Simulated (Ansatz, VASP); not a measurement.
One calculation of Ti, two programs

File INCAR:

```
PREC = Accurate ; ENCUT = 520
EDIFF = 1E-6 ; ISMEAR = 0
SIGMA = 0.1 ; LREAL = F
LASPH = T ; NELM = 80
ALGO = Fast ; ISIF = 2
LWAVE = F ; LCHARG = T
GGA = PE ; LELF = T
LVHAR = T ; NBANDS = 12
```

The input KPOINTS:

```
regular mesh
0
Gamma
  18 18 18
```

File POSCAR:

```
Ti
1.0
    0.0000000000      2.1161329000      2.1161329000
    2.1161329000      0.0000000000      2.1161329000
    2.1161329000      2.1161329000      0.0000000000
Ti
1
Direct
    0.0000000000      0.0000000000      0.0000000000
```

Input for Ansatz:

```yaml
crystal:
  lattice:
    - [0.0, 2.1161329, 2.1161329]
    - [2.1161329, 0.0, 2.1161329]
    - [2.1161329, 2.1161329, 0.0]
  atoms:
    - { symbol: Ti, position: [0.0, 0.0, 0.0] }
basis:
  ecutwfc: 420
kpoints:
  mp_grid: { grid: [18, 18, 18] }
hamiltonian:
  xc: pbe
scf:
  occupations: { method: gaussian, width: 0.1 }
output:
  forces: true
  stress: true
  eigenvalues: true
```

Alike in both runs: task single point; functional PBE; k mesh 18 × 18 × 18; occupations gaussian, width 0.1 eV; no spin polarisation.

```csv
,VASP,Ansatz
version,VASP 6.6.1,Ansatz 0.2.0
potentials or method,"VASP PAW PBE potentials, release 64 (Ti_sv), cutoff 520 eV","scalar-relativistic, plane waves, PAW"
valence electrons in the cell,12,12
```

|  | VASP | Ansatz | Ansatz less VASP |
| --- | --- | --- | --- |
| gap on the k mesh at the Fermi level (eV) | none | none | - |
| pressure (GPa) | -8.2 | -8.0 | +0.18 |

A gap of «none» marks a metal or a gap that the smearing closes. The functional is the same, so the differences come from potentials, cutoffs and numerics.
